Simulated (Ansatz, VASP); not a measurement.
## Two plane-wave programs on Li

```
Li
1.0
     4.45444    0.00000    0.00000
     0.00000    4.45444    0.00000
     0.00000    0.00000    4.45444
Li
4
Cartesian
  3.8957 0.5587 2.7859
  1.6685 1.6685 1.6685
  0.5587 2.7859 3.8957
  2.7859 3.8957 0.5587
```

Alike in both runs: task relaxation of cell and atoms; functional r2SCAN; dispersion D4; k mesh 5 × 5 × 5; occupations methfessel-paxton of order 1, width 0.05 eV; no spin polarisation.

```csv
,VASP,Ansatz
version,VASP 6.6.1,Ansatz 0.2.0
potentials or method,"VASP PAW PBE potentials, release 64 (Li_sv), cutoff 600 eV","plane waves, PAW"
valence electrons in the cell,12,12
```

```tsv
	VASP	Ansatz	Ansatz less VASP
relaxed volume (Å³/atom)	22.67	20.90	-1.766
relaxed length of the cell vector where the two differ most in proportion (Å)	4.492	4.373	-0.1199
```

VASP's potentials were made for PBE, not for r2SCAN.

Noted on VASP's run: the cutoff is under 1.25 times that of the potentials, so the pressure is a little rough.
